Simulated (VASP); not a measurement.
Input of a VASP 6.6.1 run:

Contents of INCAR:

```
SYSTEM = Nb
PREC = Accurate
ENCUT = 520
EDIFF = 1E-7
ISMEAR = 0
SIGMA = 0.1
LREAL = .False.
LASPH = .True.
NELM = 100
ALGO = Normal
ISIF = 2
LWAVE = .False.
LCHARG = .False.
GGA = PE
NBANDS = 12
```

File KPOINTS:

```
regular mesh
0
Gamma
  18 18 18
  0 0 0
```

POSCAR

```
Nb
1.0
    0.0000000000      2.0879221320      2.0879221320
    2.0879221320      0.0000000000      2.0879221320
    2.0879221320      2.0879221320      0.0000000000
Nb
1
Direct
    0.0000000000      0.0000000000      0.0000000000
```

Potentials or basis: VASP PAW PBE potentials, release 64 (Nb_sv).

Run with:

```console
$ cat potpaw_PBE.64/Nb_sv/POTCAR > POTCAR
$ mpirun -np 1 vasp_std > vasp.out
```

Q: What does it give for the pressure?

A: 4.9 GPa.

Q: Predict the band gap on the k mesh.

A: Zero (an odd number of electrons rules out a gap without spin polarisation).

Caveat: the cell stands under pressure.
